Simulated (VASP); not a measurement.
# GaN (F-43m) in VASP: single point with LDA

Aim: the single point of GaN with LDA.

Everything below comes from runs of VASP 6.6.1. Logs are shortened: lines on timing, memory, paths and dates and some standing lists are left out, and cuts for length are marked.

### Step 1. The cell of the first run

The structure is cubic, space group F-43m (No. 216). Conventional cell: a = 4.455 Å, b = 4.455 Å, c = 4.455 Å, α = 90.00°, β = 90.00°, γ = 90.00°. Ga (site symmetry -43m) has 4 N at 1.93 Å within 2.6 Å. Within 2.6 Å of N (site symmetry -43m) lie 4 Ga at 1.93 Å.

### Step 2. Single point, LDA

Input file INCAR:

```
SYSTEM = GaN
PREC = Accurate
ENCUT = 1330
EDIFF = 1E-6
ISMEAR = 0
SIGMA = 0.02
LREAL = .FALSE.
LASPH = .TRUE.
NELM = 120
ALGO = Normal
ISIF = 2
LWAVE = .FALSE.
LCHARG = .TRUE.
GGA = CA
LELF = .TRUE.
LVHAR = .TRUE.
NBANDS = 16
GGA_COMPAT = .FALSE.
```

Input file KPOINTS:

```
Automatic mesh
0
G
  10 10 10
  0 0 0
```

Input file POSCAR:

```
GaN
1.0
    0.0000000000      2.2276018791      2.2276018791
    2.2276018791      0.0000000000      2.2276018791
    2.2276018791      2.2276018791      0.0000000000
Ga N
1 1
Direct
    0.0000000000      0.0000000000      0.0000000000
    0.2500000000      0.2500000000      0.2500000000
```

Potentials or basis: VASP PAW LDA potentials, release 64 (Ga_d, N_h).

Started as:

```bash
$ cat potpaw_LDA.64/Ga_d/POTCAR potpaw_LDA.64/N_h/POTCAR > POTCAR
$ mpirun -np 1 vasp_std > vasp.out
```

OUTCAR:

```text
SYSTEM = GaN
   PREC = Accurate
   ENCUT = 1330
   EDIFF = 1E-6
   ISMEAR = 0
   LREAL = .FALSE.
   LASPH = .TRUE.
   NELM = 120
   ISIF = 2
   GGA = CA

 ion  position               nearest neighbor table
   1  0.000  0.000  0.000-   2 1.93   2 1.93   2 1.93   2 1.93
   2  0.250  0.250  0.250-   1 1.93   1 1.93   1 1.93   1 1.93

  LATTYP: Found a face centered cubic cell.
 ALAT       =     4.4552037582

  Lattice vectors:

 A1 = (   0.0000000000,   2.2276018791,   2.2276018791)
 A2 = (   2.2276018791,   0.0000000000,   2.2276018791)
 A3 = (   2.2276018791,   2.2276018791,   0.0000000000)

Analysis of symmetry for initial positions (statically):
=====================================================================
 Subroutine PRICEL returns:
 Original cell was already a primitive cell.

 Routine SETGRP: Setting up the symmetry group for a
 face centered cubic supercell.

 Subroutine GETGRP returns: Found 24 space group operations
 (whereof 24 operations were pure point group operations)
 out of a pool of 48 trial point group operations.

The static configuration has the point symmetry T_d .

Analysis of symmetry for dynamics (positions and initial velocities):
=====================================================================
 Subroutine PRICEL returns:
 Original cell was already a primitive cell.

 Routine SETGRP: Setting up the symmetry group for a
 face centered cubic supercell.

 Subroutine GETGRP returns: Found 24 space group operations
 (whereof 24 operations were pure point group operations)
 out of a pool of 48 trial point group operations.

The dynamic configuration has the point symmetry T_d .

 Subroutine INISYM returns: Found 24 space group operations
 (whereof 24 operations are pure point group operations),
 and found     1 'primitive' translations

----------------------------------------------------------------------------------------

                                     Primitive cell

  volume of cell :      22.1077

  direct lattice vectors                    reciprocal lattice vectors
     0.000000000  2.227601879  2.227601879    -0.224456625  0.224456625  0.224456625
     2.227601879  0.000000000  2.227601879     0.224456625 -0.224456625  0.224456625
     2.227601879  2.227601879  0.000000000     0.224456625  0.224456625 -0.224456625

  length of vectors
     3.150304789  3.150304789  3.150304789     0.388770279  0.388770279  0.388770279

  position of ions in fractional coordinates (direct lattice)
     0.000000000  0.000000000  0.000000000
     0.250000000  0.250000000  0.250000000

  ion indices of the primitive-cell ions
   primitive index   ion index
                 1           1
                 2           2

----------------------------------------------------------------------------------------

 KPOINTS: Automatic mesh

Automatic generation of k-mesh.
 Grid dimensions read from file:
 generate k-points for:   10   10   10

 Generating k-lattice:

  Cartesian coordinates                     Fractional coordinates (reciprocal lattice)
    -0.022445663  0.022445663  0.022445663     0.100000000  0.000000000  0.000000000
     0.022445663 -0.022445663  0.022445663     0.000000000  0.100000000  0.000000000
     0.022445663  0.022445663 -0.022445663     0.000000000  0.000000000  0.100000000

  Length of vectors
     0.038877028  0.038877028  0.038877028

  Shift w.r.t. Gamma in fractional coordinates (k-lattice)
     0.000000000  0.000000000  0.000000000

 Subroutine IBZKPT returns following result:
 ===========================================

 Found     47 irreducible k-points:

 Following reciprocal coordinates:
            Coordinates               Weight
  0.000000  0.000000  0.000000      1.000000
  0.100000  0.000000  0.000000      8.000000
  0.200000  0.000000  0.000000      8.000000
  0.300000  0.000000  0.000000      8.000000
  0.400000  0.000000  0.000000      8.000000
  0.500000  0.000000  0.000000      4.000000
[... 16 lines left out ...]
  0.300000  0.300000  0.000000      6.000000
  0.400000  0.300000  0.000000     24.000000
 [... further k-points ...]
   k-points           NKPTS =     47   k-points in BZ     NKDIM =     47   number of bands    NBANDS=     16
   number of dos      NEDOS =    301   number of ions     NIONS =      2
   total plane-waves  NPLWV =  64000
   dimension x,y,z NGX =    40 NGY =   40 NGZ =   40
   dimension x,y,z NGXF=    80 NGYF=   80 NGZF=   80
   ions per type =               1   1
   NGX,Y,Z   is equivalent  to a cutoff of  21.11, 21.11, 21.11 a.u.
   NGXF,Y,Z  is equivalent  to a cutoff of  42.22, 42.22, 42.22 a.u.
 SYSTEM =  GaN
   PREC   = accura    normal or accurate (medium, high low for compatibility)
   ISTART =      0    job   : 0-new  1-cont  2-samecut
   ICHARG =      2    charge: 1-file 2-atom 10-const
   ISPIN  =      1    spin polarized calculation?
   LNONCOLLINEAR =      F non collinear calculations
   LSORBIT =      F    spin-orbit coupling
   LASPH  =      T    aspherical Exc in radial PAW
   ENCUT  = 1330.0 eV  97.75 Ry    9.89 a.u.   9.37  9.37  9.37*2*pi/ulx,y,z
   NELM   =    120;   NELMIN=  2; NELMDL= -5     # of ELM steps
   EDIFF  = 0.1E-05   stopping-criterion for ELM
   LREAL  =      F    real-space projection
   EDIFFG = 0.1E-04   stopping-criterion for IOM
   NSW    =      0    number of steps for IOM
   IBRION =     -1    ionic relax: 0-MD 1-quasi-New 2-CG
   NFREE  =      0    steps in history (QN), initial steepest desc. (CG)
   ISIF   =      2    stress and relaxation
   ISYM   =      2    0-nonsym 1-usesym 2-fastsym
   POTIM  = 0.5000    time-step for ionic-motion
   TEBEG  =    0.0;   TEEND  =   0.0 temperature during run
   PSTRESS=    0.0 pullay stress
   NELECT =      18.0000    total number of electrons
   NUPDOWN=      -1.0000    fix difference up-down
   EMIN   =  10.00;   EMAX   =-10.00  energy-range for DOS
   EFERMI =   0.00;   METHOD = LEGACY
   ISMEAR =     0;   SIGMA  =   0.02  broadening in eV -4-tet -1-fermi 0-gaus
   EFERMI_NEDOS =   21; number of points for ismear=-14 and -15
   IALGO  =     38    algorithm
   IMIX   =      4    mixing-type and parameters
     AMIX     =   0.40;   BMIX     =  1.00
     AMIX_MAG =   1.60;   BMIX_MAG =  1.00
  volume/ion in A,a.u.               =      11.05        74.59
  Fermi-wavevector in a.u.,A,eV,Ry     =   1.528685  2.888796 31.795166  2.336879
  Thomas-Fermi vector in A             =   2.636410
   LORBIT       =      0    0 simple, 1 ext, 2 COOP (PROOUT), +10 PAW based schemes
   GGA     = CA    functional components
   LHFCALC =     F    Hartree Fock is set to
   AEXX    =    0.0000 exact exchange contribution
   IVDW    =     0    specifies the selected vdW correction
   LEPSILON=     F    determine dielectric tensor
   LRPA    =     F    only Hartree local field effects (RPA)
 non-spin polarized calculation
 Gauss-broadening in eV      SIGMA  =   0.02
  energy-cutoff  :     1330.00
  volume of cell :       22.11
 maximum number of plane-waves:      2454
 NGX is ok and might be reduce to    40
   NGX = 19   NGY = 19   NGZ = 19

 number of electron      18.0000001 magnetization

 Free energy of the ion-electron system (eV)
  ---------------------------------------------------
  ext. energy  EPLUGINS =         0.00000000
  ---------------------------------------------------
  free energy    TOTEN  =       -13.94714364 eV

  energy without entropy =      -13.94714364  energy(sigma->0) =      -13.94714364

 E-fermi :   5.9464     XC(G=0): -12.3197

 val. band max:        5.7396192160   @ k =   0.0000   0.0000   0.0000
 cond. band min:       7.7143065890   @ k =   0.0000   0.0000   0.0000
 fundamental gap:      1.9746873730
 Fermi energy:         5.9464005466

 k-point     1 :       0.0000    0.0000    0.0000
  band No.  band energies     occupation
      1     -10.3680      2.00000
      2      -7.8510      2.00000
      3      -7.8510      2.00000
      4      -7.8510      2.00000
      5      -7.4965      2.00000
      6      -7.4965      2.00000
[... 8 lines left out ...]
     15      24.6848      0.00000
     16      24.6848      0.00000

 k-point     2 :       0.1000    0.0000    0.0000
  band No.  band energies     occupation
      1     -10.2483      2.00000
      2      -7.8360      2.00000
      3      -7.8360      2.00000
      4      -7.8131      2.00000
      5      -7.4981      2.00000
      6      -7.4981      2.00000
[... 8 lines left out ...]
     15      23.4031      0.00000
     16      23.4031      0.00000

 k-point     3 :       0.2000    0.0000    0.0000
  band No.  band energies     occupation
      1      -9.9465      2.00000
      2      -7.8011      2.00000
      3      -7.8011      2.00000
      4      -7.6471      2.00000
      5      -7.4969      2.00000
      6      -7.4969      2.00000
[... 8 lines left out ...]
     15      22.6279      0.00000
     16      22.6279      0.00000

 k-point     4 :       0.3000    0.0000    0.0000
  band No.  band energies     occupation
      1      -9.6286      2.00000
      2      -7.7703      2.00000
      3      -7.7703      2.00000
      4      -7.4820      2.00000
      5      -7.4820      2.00000
      6      -7.2216      2.00000
[... 8 lines left out ...]
     15      23.1365      0.00000
     16      23.1365      0.00000

 k-point     5 :       0.4000    0.0000    0.0000
  band No.  band energies     occupation
      1      -9.4443      2.00000
      2      -7.7571      2.00000
      3      -7.7571      2.00000
      4      -7.4570      2.00000
      5      -7.4570      2.00000
      6      -6.5388      2.00000
[... 8 lines left out ...]
     15      24.5813      0.00000
     16      24.5813      0.00000

 k-point     6 :       0.5000    0.0000    0.0000
  band No.  band energies     occupation
      1      -9.3928      2.00000
      2      -7.7548      2.00000
      3      -7.7548      2.00000
      4      -7.4445      2.00000
      5      -7.4445      2.00000
      6      -6.1171      2.00000
[... 8 lines left out ...]
     15      25.6146      0.00000
     16      25.6146      0.00000

 k-point     7 :       0.1000    0.1000    0.0000
  band No.  band energies     occupation
      1     -10.2089      2.00000
      2      -7.8226      2.00000
      3      -7.8226      2.00000
      4      -7.8178      2.00000
      5      -7.5082      2.00000
      6      -7.4884      2.00000
[... 8 lines left out ...]
     15      24.9965      0.00000
     16      25.4066      0.00000

 k-point     8 :       0.2000    0.1000    0.0000
  band No.  band energies     occupation
      1      -9.9692      2.00000
      2      -7.8012      2.00000
      3      -7.7865      2.00000
      4      -7.7041      2.00000
      5      -7.5067      2.00000
      6      -7.4804      2.00000
[... 8 lines left out ...]
     15      24.4875      0.00000
     16      24.6275      0.00000

 k-point     9 :       0.3000    0.1000    0.0000
  band No.  band energies     occupation
      1      -9.6614      2.00000
      2      -7.7729      2.00000
      3      -7.7510      2.00000
      4      -7.5549      2.00000
      5      -7.4665      2.00000
      6      -7.3032      2.00000
[... 8 lines left out ...]
     15      23.6378      0.00000
     16      24.6068      0.00000
[... 172 lines left out ...]
 k-point    19 :       0.5000    0.2000    0.0000
  band No.  band energies     occupation
      1      -9.3118      2.00000
      2      -7.7390      2.00000
      3      -7.6689      2.00000
      4      -7.5457      2.00000
      5      -7.4401      2.00000
      6      -6.0102      2.00000
[... 8 lines left out ...]
     15      26.1939      0.00000
     16      26.6098      0.00000

 k-point    20 :      -0.4000    0.2000    0.0000
  band No.  band energies     occupation
      1      -9.3045      2.00000
      2      -7.7443      2.00000
      3      -7.6756      2.00000
      4      -7.5114      2.00000
      5      -7.4671      2.00000
      6      -5.8624      2.00000
[... 8 lines left out ...]
     15      24.5719      0.00000
     16      26.2486      0.00000

 k-point    21 :      -0.3000    0.2000    0.0000
  band No.  band energies     occupation
      1      -9.3700      2.00000
      2      -7.7457      2.00000
      3      -7.6953      2.00000
      4      -7.5047      2.00000
      5      -7.5036      2.00000
      6      -6.3995      2.00000
[... 8 lines left out ...]
     15      23.2018      0.00000
     16      26.6156      0.00000

 k-point    22 :      -0.2000    0.2000    0.0000
  band No.  band energies     occupation
      1      -9.5312      2.00000
      2      -7.7535      2.00000
      3      -7.7358      2.00000
      4      -7.5221      2.00000
      5      -7.5159      2.00000
      6      -7.0255      2.00000
[... 8 lines left out ...]
     15      23.2409      0.00000
     16      26.5336      0.00000

 k-point    23 :       0.3000    0.3000    0.0000
  band No.  band energies     occupation
      1      -9.4398      2.00000
      2      -7.6981      2.00000
      3      -7.6411      2.00000
      4      -7.6411      2.00000
      5      -7.4409      2.00000
      6      -7.0096      2.00000
[... 8 lines left out ...]
     15      28.0545      0.00000
     16      28.6425      0.00000

 k-point    24 :       0.4000    0.3000    0.0000
  band No.  band energies     occupation
      1      -9.3201      2.00000
      2      -7.7166      2.00000
      3      -7.6038      2.00000
      4      -7.6024      2.00000
      5      -7.4297      2.00000
      6      -6.5046      2.00000
[... 8 lines left out ...]
     15      28.4441      0.00000
     16      28.4784      0.00000

 [... further k-points ...]

------------------------ aborting loop because EDIFF is reached ----------------------------------------

  FORCE on cell =-STRESS in cart. coord.  units (eV):
  Direction    XX          YY          ZZ          XY          YZ          ZX
  --------------------------------------------------------------------------------------
  -------------------------------------------------------------------------------------
  Total        0.1377114      0.1377114      0.1377114     -0.0000000     -0.0000000     -0.0000000
  in kB        9.9801665      9.9801665      9.9801665     -0.0000000     -0.0000000     -0.0000000
  external PRESSURE =       9.9801665 kB  Pullay stress =       0.0000000 kB

 VOLUME and BASIS-vectors are now :
 -----------------------------------------------------------------------------
  energy-cutoff  :     1330.00
  volume of cell :       22.11
      direct lattice vectors                 reciprocal lattice vectors
     0.000000000  2.227601879  2.227601879    -0.224456625  0.224456625  0.224456625
     2.227601879  0.000000000  2.227601879     0.224456625 -0.224456625  0.224456625
     2.227601879  2.227601879  0.000000000     0.224456625  0.224456625 -0.224456625

 POSITION                                       TOTAL-FORCE (eV/Angst)
 -----------------------------------------------------------------------------------
      0.00000      0.00000      0.00000        -0.000000     -0.000000     -0.000000
      1.11380      1.11380      1.11380         0.000000      0.000000      0.000000
 -----------------------------------------------------------------------------------
    total drift:                               -0.000000     -0.000000     -0.000000

  FREE ENERGIE OF THE ION-ELECTRON SYSTEM (eV)
  ---------------------------------------------------
  free  energy   TOTEN  =       -13.9471436386 eV

  energy  without entropy=      -13.9471436386  energy(sigma->0) =      -13.94714364
```

Run time: 52 s. Hardware: 1 thread of Intel Xeon Platinum 8259CL at 2.50GHz (Skylake/Cascade Lake), shared host; peak memory 0.25 GiB.

Results:

```
Free energy            : -13.9471 eV
Pressure               : 1.0 GPa
Band gap on the k mesh : 1.97 eV
```
